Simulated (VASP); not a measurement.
Set up this calculation in VASP 6.6.1, as the native input.

| Quantity | Value |
| --- | --- |
| Task | single point |
| Functional | RPBE |
| Potentials or basis | VASP PAW PBE potentials, release 64 (K_sv) |
| Cutoff | 520 eV |
| k mesh | 9 × 9 × 9 |
| Occupations | fermi-dirac, width 0.1 eV |
| Spin | no spin polarisation |
| Dipole correction | no |
| Further INCAR settings | ALGO = Normal; EDIFF = 1e-06; NBANDS = 16 |

The structure of K lies in POSCAR:

```
K
1.0
    0.0000000000      4.9839760885      4.9839760885
    4.9839760885      0.0000000000      4.9839760885
    4.9839760885      4.9839760885      0.0000000000
K
2
Direct
    0.1250000000      0.1250000000      0.1250000000
    0.8750000000      0.8750000000      0.8750000000
```

These files were run (other wordings do the same):

INCAR

```
SYSTEM = K
ALGO = Normal
EDIFF = 1E-6
ENCUT = 520
GGA = RP
ISIF = 2
ISMEAR = -1
LASPH = .True.
LCHARG = .False.
LREAL = .False.
LWAVE = .False.
NBANDS = 16
NELM = 80
PREC = Accurate
SIGMA = 0.1
```

KPOINTS

```
k-points
0
Gamma
  9 9 9
  0 0 0
```

Potentials or basis: VASP PAW PBE potentials, release 64 (K_sv).

Run with:

```sh
$ cat potpaw_PBE.64/K_sv/POTCAR > POTCAR
$ mpirun -np 1 vasp_std > vasp.out
```

It gave:

```yaml
Pressure: 0.0 GPa
Band_gap_on_the_k_mesh: zero (band 9 reaches -0.79 eV, above the bottom of band 10 at -0.88 eV)
```

Caveat: the PAW data sets were made with another functional, which shifts forces and pressure a little.

It took 77 s on 1 thread of Intel(R) Xeon(R) Platinum 8559C (Emerald Rapids), on a shared host, peak memory 0.44 GiB.
